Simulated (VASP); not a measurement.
# Ag (I4/mmm) in VASP: notebook

The runs below take Ag through single point, with PBE.

Program: VASP 6.6.1. These are calculated values, not measurements. Logs are shortened: lines on timing, memory, paths and dates and some standing lists are left out, and cuts for length are marked.

## (1) The cell of the first run

Symmetry: I4/mmm, No. 139, tetragonal system. The conventional cell has a = 2.456 Å, b = 2.456 Å, c = 4.086 Å, α = 90.00°, β = 90.00°, γ = 90.00°. Within 3.2 Å of Ag (site symmetry 4/mmm) lie 12 Ag at 2.46 to 2.68 Å.

## (2) Single point, PBE (strain -0.1500 x Voigt [1, 1, 0, 0, 0, 0])

The input, INCAR:

```
PREC = Accurate ; ENCUT = 520
EDIFF = 1E-6 ; ISMEAR = 0
SIGMA = 0.15 ; LREAL = False
LASPH = True ; NELM = 100
ALGO = Normal ; ISIF = 2
LWAVE = False ; LCHARG = True
GGA = PE ; LELF = True
LVHAR = True ; NBANDS = 12
```

The input, KPOINTS:

```
Automatic mesh
0
Gamma
  20 20 20
```

The input, POSCAR:

```
Ag
1.0
    0.0000000000      1.7366350000      2.0431000000
    1.7366350000      0.0000000000      2.0431000000
    1.7366350000      1.7366350000      0.0000000000
Ag
1
Direct
    0.0000000000      0.0000000000      0.0000000000
```

Potentials or basis: VASP PAW PBE potentials, release 64 (Ag).

On the command line:

```console
> cat potpaw_PBE.64/Ag/POTCAR > POTCAR
> mpirun -np 1 vasp_std > vasp.out
```

OUTCAR:

```text
PREC = Accurate
   ENCUT = 520
   EDIFF = 1E-6
   ISMEAR = 0
   LREAL = False
   LASPH = True
   NELM = 100
   ISIF = 2
   GGA = PE

 ion  position               nearest neighbor table
   1  0.000  0.000  0.000-

  LATTYP: Found a body centered tetragonal cell.
 ALAT       =     2.4559727699
 C/A-ratio  =     1.6637806616

  Lattice vectors:

 A1 = (  -1.7366350000,   0.0000000000,   2.0431000000)
 A2 = (   1.7366350000,   0.0000000000,   2.0431000000)
 A3 = (   0.0000000000,   1.7366350000,  -2.0431000000)

Analysis of symmetry for initial positions (statically):
=====================================================================
 Subroutine PRICEL returns:
 Original cell was already a primitive cell.

 Routine SETGRP: Setting up the symmetry group for a
 body centered tetragonal supercell.

 Subroutine GETGRP returns: Found 16 space group operations
 (whereof 16 operations were pure point group operations)
 out of a pool of 16 trial point group operations.

The static configuration has the point symmetry D_4h.

Analysis of symmetry for dynamics (positions and initial velocities):
=====================================================================
 Subroutine PRICEL returns:
 Original cell was already a primitive cell.

 Routine SETGRP: Setting up the symmetry group for a
 body centered tetragonal supercell.

 Subroutine GETGRP returns: Found 16 space group operations
 (whereof 16 operations were pure point group operations)
 out of a pool of 16 trial point group operations.

The dynamic configuration has the point symmetry D_4h.

 Subroutine INISYM returns: Found 16 space group operations
 (whereof 16 operations are pure point group operations),
 and found     1 'primitive' translations

----------------------------------------------------------------------------------------

                                     Primitive cell

  volume of cell :      12.3236

  direct lattice vectors                    reciprocal lattice vectors
     0.000000000  1.736635000  2.043100000    -0.287913119  0.287913119  0.244726151
     1.736635000  0.000000000  2.043100000     0.287913119 -0.287913119  0.244726151
     1.736635000  1.736635000  0.000000000     0.287913119  0.287913119 -0.244726151

  length of vectors
     2.681447134  2.681447134  2.455972770     0.475056647  0.475056647  0.475056647

  position of ions in fractional coordinates (direct lattice)
     0.000000000  0.000000000  0.000000000

  ion indices of the primitive-cell ions
   primitive index   ion index
                 1           1

----------------------------------------------------------------------------------------

 KPOINTS: Automatic mesh

Automatic generation of k-mesh.
 Grid dimensions read from file:
 generate k-points for:   20   20   20

 Generating k-lattice:

  Cartesian coordinates                     Fractional coordinates (reciprocal lattice)
    -0.014395656  0.014395656  0.012236308     0.050000000  0.000000000  0.000000000
     0.014395656 -0.014395656  0.012236308     0.000000000  0.050000000  0.000000000
     0.014395656  0.014395656 -0.012236308     0.000000000  0.000000000  0.050000000

  Length of vectors
     0.023752832  0.023752832  0.023752832

  Shift w.r.t. Gamma in fractional coordinates (k-lattice)
     0.000000000  0.000000000  0.000000000

 Subroutine IBZKPT returns following result:
 ===========================================

 Found    641 irreducible k-points:

 Following reciprocal coordinates:
            Coordinates               Weight
  0.000000  0.000000  0.000000      1.000000
  0.050000  0.000000  0.000000      8.000000
  0.100000  0.000000  0.000000      8.000000
  0.150000  0.000000  0.000000      8.000000
  0.200000  0.000000  0.000000      8.000000
  0.250000  0.000000  0.000000      8.000000
[... 16 lines left out ...]
 -0.400000  0.050000  0.000000      8.000000
 -0.350000  0.050000  0.000000      8.000000
 [... further k-points ...]
   k-points           NKPTS =    641   k-points in BZ     NKDIM =    641   number of bands    NBANDS=     12
   number of dos      NEDOS =    301   number of ions     NIONS =      1
   total plane-waves  NPLWV =   7200
   dimension x,y,z NGX =    20 NGY =   20 NGZ =   18
   dimension x,y,z NGXF=    40 NGYF=   40 NGZF=   36
   ions per type =               1
   NGX,Y,Z   is equivalent  to a cutoff of  12.40, 12.40, 12.18 a.u.
   NGXF,Y,Z  is equivalent  to a cutoff of  24.80, 24.80, 24.37 a.u.
 SYSTEM =  unknown system
   PREC   = accura    normal or accurate (medium, high low for compatibility)
   ISTART =      0    job   : 0-new  1-cont  2-samecut
   ICHARG =      2    charge: 1-file 2-atom 10-const
   ISPIN  =      1    spin polarized calculation?
   LNONCOLLINEAR =      F non collinear calculations
   LSORBIT =      F    spin-orbit coupling
   LASPH  =      T    aspherical Exc in radial PAW
   ENCUT  =  520.0 eV  38.22 Ry    6.18 a.u.   4.99  4.99  4.57*2*pi/ulx,y,z
   NELM   =    100;   NELMIN=  2; NELMDL= -5     # of ELM steps
   EDIFF  = 0.1E-05   stopping-criterion for ELM
   LREAL  =      F    real-space projection
   EDIFFG = 0.1E-04   stopping-criterion for IOM
   NSW    =      0    number of steps for IOM
   IBRION =     -1    ionic relax: 0-MD 1-quasi-New 2-CG
   NFREE  =      0    steps in history (QN), initial steepest desc. (CG)
   ISIF   =      2    stress and relaxation
   ISYM   =      2    0-nonsym 1-usesym 2-fastsym
   POTIM  = 0.5000    time-step for ionic-motion
   TEBEG  =    0.0;   TEEND  =   0.0 temperature during run
   PSTRESS=    0.0 pullay stress
   NELECT =      11.0000    total number of electrons
   NUPDOWN=      -1.0000    fix difference up-down
   EMIN   =  10.00;   EMAX   =-10.00  energy-range for DOS
   EFERMI =   0.00;   METHOD = LEGACY
   ISMEAR =     0;   SIGMA  =   0.15  broadening in eV -4-tet -1-fermi 0-gaus
   EFERMI_NEDOS =   21; number of points for ismear=-14 and -15
   IALGO  =     38    algorithm
   IMIX   =      4    mixing-type and parameters
     AMIX     =   0.40;   BMIX     =  1.00
     AMIX_MAG =   1.60;   BMIX_MAG =  1.00
  volume/ion in A,a.u.               =      12.32        83.16
  Fermi-wavevector in a.u.,A,eV,Ry     =   1.576256  2.978692 33.804814  2.484584
  Thomas-Fermi vector in A             =   2.677117
   LORBIT       =      0    0 simple, 1 ext, 2 COOP (PROOUT), +10 PAW based schemes
   GGA     = PE    functional components
   LHFCALC =     F    Hartree Fock is set to
   AEXX    =    0.0000 exact exchange contribution
   IVDW    =     0    specifies the selected vdW correction
   LEPSILON=     F    determine dielectric tensor
   LRPA    =     F    only Hartree local field effects (RPA)
 non-spin polarized calculation
 Gauss-broadening in eV      SIGMA  =   0.15
  energy-cutoff  :      520.00
  volume of cell :       12.32
 maximum number of plane-waves:       352
   NGX =  9   NGY =  9   NGZ =  9

 number of electron      11.0000002 magnetization

 Free energy of the ion-electron system (eV)
  ---------------------------------------------------
  ext. energy  EPLUGINS =         0.00000000
  ---------------------------------------------------
  free energy    TOTEN  =        -1.50266129 eV

  energy without entropy =       -1.50118346  energy(sigma->0) =       -1.50192237

 E-fermi :  14.1314     XC(G=0): -14.2557

 val. band max:       14.1048311693   @ k =   0.4500  -0.0000   0.2000
 cond. band min:      14.1486217194   @ k =  -0.1500   0.3000   0.2500
 fundamental gap:      0.0437905500
 Fermi energy:        14.1313647349

 k-point     1 :       0.0000    0.0000    0.0000
  band No.  band energies     occupation
      1       3.3997      2.00000
      2       6.4072      2.00000
      3       8.2302      2.00000
      4       8.2456      2.00000
      5       8.2456      2.00000
      6      10.2347      2.00000
      7      30.6183      0.00000
      8      32.8056      0.00000
      9      37.2824      0.00000
     10      37.2824      0.00000
     11      41.5669      0.00000
     12      44.9021      0.00000

 k-point     2 :       0.0500    0.0000    0.0000
  band No.  band energies     occupation
      1       3.5045      2.00000
      2       6.4425      2.00000
      3       8.1831      2.00000
      4       8.2593      2.00000
      5       8.2786      2.00000
      6      10.1969      2.00000
      7      30.7225      0.00000
      8      32.8151      0.00000
      9      36.5949      0.00000
     10      37.4115      0.00000
     11      42.1614      0.00000
     12      43.9079      0.00000

 k-point     3 :       0.1000    0.0000    0.0000
  band No.  band energies     occupation
      1       3.8069      2.00000
      2       6.5417      2.00000
      3       8.0226      2.00000
      4       8.3461      2.00000
      5       8.3718      2.00000
      6      10.0927      2.00000
      7      30.9692      0.00000
      8      32.6371      0.00000
      9      35.5490      0.00000
     10      37.7770      0.00000
     11      41.3403      0.00000
     12      44.4651      0.00000
[... 286 lines left out ...]
 k-point    23 :      -0.4000    0.0500    0.0000
  band No.  band energies     occupation
      1       5.0575      2.00000
      2       6.7781      2.00000
      3       8.3371      2.00000
      4      10.1660      2.00000
      5      10.2528      2.00000
      6      12.3257      2.00000
      7      21.2486      0.00000
      8      28.6681      0.00000
      9      34.6149      0.00000
     10      37.8432      0.00000
     11      39.3134      0.00000
     12      44.0344      0.00000

 k-point    24 :      -0.3500    0.0500    0.0000
  band No.  band energies     occupation
      1       5.1688      2.00000
      2       6.8568      2.00000
      3       8.4356      2.00000
      4       9.5262      2.00000
      5      10.0426      2.00000
      6      11.3811      2.00000
      7      22.9845      0.00000
      8      29.1781      0.00000
      9      35.2271      0.00000
     10      38.7109      0.00000
     11      38.7917      0.00000
     12      42.8901      0.00000

 [... further k-points ...]
[... 5 lines left out ...]
  --------------------------------------------------------------------------------------
  -------------------------------------------------------------------------------------
  Total        8.5189066      8.5189066      5.8727652      0.0000000     -0.0000000     -0.0000000
  in kB     1107.5356706   1107.5356706    763.5131144      0.0000000     -0.0000000     -0.0000000
  external PRESSURE =     992.8614852 kB  Pullay stress =       0.0000000 kB

 VOLUME and BASIS-vectors are now :
 -----------------------------------------------------------------------------
  energy-cutoff  :      520.00
  volume of cell :       12.32
      direct lattice vectors                 reciprocal lattice vectors
     0.000000000  1.736635000  2.043100000    -0.287913119  0.287913119  0.244726151
     1.736635000  0.000000000  2.043100000     0.287913119 -0.287913119  0.244726151
     1.736635000  1.736635000  0.000000000     0.287913119  0.287913119 -0.244726151

 POSITION                                       TOTAL-FORCE (eV/Angst)
 -----------------------------------------------------------------------------------
      0.00000      0.00000      0.00000         0.000000      0.000000      0.000000
 -----------------------------------------------------------------------------------
    total drift:                                0.000000     -0.000000      0.000000

  FREE ENERGIE OF THE ION-ELECTRON SYSTEM (eV)
  ---------------------------------------------------
  free  energy   TOTEN  =        -1.5026612858 eV

  energy  without entropy=       -1.5011834614  energy(sigma->0) =       -1.50192237
```

It took 47 s on 1 thread of Intel Xeon Platinum 8488C (Sapphire Rapids), shared host; peak memory 0.21 GiB.

What came out:

```
Free energy : -1.5027 eV
Pressure    : 99.3 GPa
```

Levels at points of the mesh, in eV from the Fermi level:
| k point | band 2 | band 3 | band 4 | band 5 | band 6 | band 7 | band 8 | band 9 | band 10 | band 11 |
| --- | --- | --- | --- | --- | --- | --- | --- | --- | --- | --- |
| (0.00, 0.00, 0.00) | -7.72 | -5.90 | -5.89 | -5.89 | -3.90 | 16.49 | 18.67 | 23.15 | 23.15 | 27.44 |
| (0.50, 0.00, 0.00) | -7.40 | -5.88 | -3.68 | -3.13 | -1.52 | 5.80 | 14.40 | 20.46 | 22.97 | 25.29 |
| (0.50, 0.50, 0.00) | -9.26 | -3.25 | -3.14 | -3.14 | -1.08 | 6.47 | 14.45 | 14.45 | 23.56 | 23.77 |
| (0.50, 0.00, 0.50) | -9.01 | -3.83 | -3.64 | -2.23 | 2.41 | 10.67 | 11.19 | 11.88 | 20.53 | 21.42 |

Caveat: the cell differs from its parent crystal (strain -0.1500 x Voigt [1, 1, 0, 0, 0, 0]).

## (3) Single point, PBE (strain +0.0750 x Voigt [1, 1, 0, 0, 0, 0])

The input, INCAR:

```
SYSTEM = Ag
  ALGO = Fast
  EDIFF = 1E-7
  ENCUT = 520
  GGA = PE
  ISIF = 2
  ISMEAR = 0
  LASPH = .True.
  LCHARG = .False.
  LREAL = .False.
  LWAVE = .False.
  NBANDS = 12
  NELM = 60
  PREC = Accurate
  SIGMA = 0.15
```

The input, KPOINTS:

```
k-points
0
Gamma
  20 20 20
  0 0 0
```

The input, POSCAR:

```
Ag
1.0
    0.0000000000      2.1963325000      2.0431000000
    2.1963325000      0.0000000000      2.0431000000
    2.1963325000      2.1963325000      0.0000000000
Ag
1
Direct
    0.0000000000      0.0000000000      0.0000000000
```

Potentials or basis: VASP PAW PBE potentials, release 64 (Ag).

On the command line:

```console
> cat potpaw_PBE.64/Ag/POTCAR > POTCAR
> mpirun -np 1 vasp_std > vasp.out
```

OUTCAR:

```text
SYSTEM = Ag
   EDIFF = 1E-7
   ENCUT = 520
   GGA = PE
   ISIF = 2
   ISMEAR = 0
   LASPH = .True.
   LREAL = .False.
   NELM = 60
   PREC = Accurate

 ion  position               nearest neighbor table
   1  0.000  0.000  0.000-

  LATTYP: Found a body centered tetragonal cell.
 ALAT       =     3.1060832090
 C/A-ratio  =     1.3155474999

  Lattice vectors:

 A1 = (   0.0000000000,  -2.1963325000,  -2.0431000000)
[... 531 lines left out ...]
      2       2.1564      2.00000
      3       2.4421      2.00000
      4       3.3187      2.00000
      5       3.4150      2.00000
      6       4.4592      2.00000
      7      12.7223      0.00000
      8      21.7140      0.00000
      9      23.0901      0.00000
     10      23.2686      0.00000
     11      26.7801      0.00000
     12      27.6184      0.00000

 [... further k-points ...]
[... 5 lines left out ...]
  --------------------------------------------------------------------------------------
  -------------------------------------------------------------------------------------
  Total       -0.8823168     -0.8823168     -0.7272888      0.0000000     -0.0000000      0.0000000
  in kB      -71.7165392    -71.7165392    -59.1155431      0.0000000     -0.0000000      0.0000000
  external PRESSURE =     -67.5162072 kB  Pullay stress =       0.0000000 kB

 VOLUME and BASIS-vectors are now :
 -----------------------------------------------------------------------------
  energy-cutoff  :      520.00
  volume of cell :       19.71
      direct lattice vectors                 reciprocal lattice vectors
     0.000000000  2.196332500  2.043100000    -0.227652234  0.227652234  0.244726151
     2.196332500  0.000000000  2.043100000     0.227652234 -0.227652234  0.244726151
     2.196332500  2.196332500  0.000000000     0.227652234  0.227652234 -0.244726151

 POSITION                                       TOTAL-FORCE (eV/Angst)
 -----------------------------------------------------------------------------------
      0.00000      0.00000      0.00000         0.000000      0.000000      0.000000
 -----------------------------------------------------------------------------------
    total drift:                               -0.000000      0.000000      0.000000

  FREE ENERGIE OF THE ION-ELECTRON SYSTEM (eV)
  ---------------------------------------------------
  free  energy   TOTEN  =        -2.6720987316 eV

  energy  without entropy=       -2.6690022031  energy(sigma->0) =       -2.67055047
```

OSZICAR:

```text
N       E                     dE             d eps       ncg     rms          rms(c)
DAV:   1     0.516585935954E+02    0.51659E+02   -0.53666E+03 15480   0.810E+02
DAV:   2    -0.207195925374E+01   -0.53731E+02   -0.50771E+02 17688   0.187E+02
DAV:   3    -0.287560784038E+01   -0.80365E+00   -0.80314E+00 18244   0.246E+01
DAV:   4    -0.287819968490E+01   -0.25918E-02   -0.25917E-02 17640   0.146E+00
DAV:   5    -0.287822323440E+01   -0.23549E-04   -0.23549E-04 18332   0.126E-01    0.362E+00
RMM:   6    -0.267698174939E+01    0.20124E+00   -0.35584E-01 15474   0.530E+00    0.247E+00
RMM:   7    -0.267366208197E+01    0.33197E-02   -0.62155E-03 17096   0.880E-01    0.151E+00
RMM:   8    -0.267211414631E+01    0.15479E-02   -0.54089E-04 16908   0.230E-01    0.167E-01
RMM:   9    -0.267209344559E+01    0.20701E-04   -0.76768E-05 18196   0.741E-02    0.615E-02
RMM:  10    -0.267209785470E+01   -0.44091E-05   -0.14041E-05 17611   0.320E-02    0.120E-02
RMM:  11    -0.267209874522E+01   -0.89052E-06   -0.33186E-06 17678   0.131E-02    0.404E-03
RMM:  12    -0.267209893897E+01   -0.19375E-06   -0.24302E-07 15227   0.387E-03    0.619E-03
RMM:  13    -0.267209876924E+01    0.16973E-06   -0.61890E-08 14340   0.191E-03    0.156E-03
RMM:  14    -0.267209873161E+01    0.37624E-07   -0.13582E-08  9176   0.743E-04
   1 F= -.26720987E+01 E0= -.26705505E+01  d E =-.309653E-02
```

stdout:

```text
POSCAR found type information on POSCAR Ag
 POSCAR found :  1 types and       1 ions
 scaLAPACK will be used
 LDA part: xc-table for (Slater+PW92), standard interpolation
 POSCAR, INCAR and KPOINTS ok, starting setup
 FFT: planning ... GRIDC
 FFT: planning ... GRID_SOFT
 FFT: planning ... GRID
 WAVECAR not read
 entering main loop
```

Run time: 86 s. Hardware: 1 thread of Intel Xeon Platinum 8488C (Sapphire Rapids), shared host; peak memory 0.26 GiB.

Results:

| Property | Result |
| --- | --- |
| Free energy | -2.6721 eV |
| Pressure | -6.8 GPa |

Stress tensor (GPa, compression positive):
```
-7.17  0.00  0.00
 0.00 -7.17  0.00
 0.00  0.00 -5.91
```

Caveat: the cell differs from its parent crystal (strain +0.0750 x Voigt [1, 1, 0, 0, 0, 0]).
